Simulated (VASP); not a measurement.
Runs of VASP 6.6.1 on Ti. The structure is that of space group Fm-3m (No. 225), or close to it. The cells are those of the table. This isn't the form of Ti at room conditions, which is hcp.

| cell | gap on the mesh (eV) | pressure (GPa) |
| --- | --- | --- |
| a = 2.885, b = 2.885, c = 2.871 Å, angles 60.2, 60.2, 59.7°, 1 atom | none | 3.6 |
| a = 2.842, b = 2.842, c = 2.871 Å, angles 59.7, 59.7, 60.7°, 1 atom | none | (b) |
| a = 2.914, b = 2.914, c = 2.871 Å, angles 60.5, 60.5, 59.0°, 1 atom | none | 1.3 |
| a = 2.900, b = 2.900, c = 2.871 Å, angles 60.3, 60.3, 59.3°, 1 atom | none | (a) |
| a = 2.857, b = 2.857, c = 2.871 Å, angles 59.8, 59.8, 60.3°, 1 atom | none | 6.1 |

Alike in all rows: task single point; level r2SCAN; potentials or basis VASP PAW PBE potentials, release 64 (Ti_sv); no spin polarisation; k mesh 20 × 20 × 20; cutoff (eV) 520; smearing gaussian 0.15 eV.

Estimate the missing entries.

(a) 2.4; (b) 7.5.

Caveats: the PAW data sets were made with another functional, which shifts forces and pressure a little; the cell stands under pressure (at least some runs).

A gap of «none» marks levels without a gap at the run's occupations.
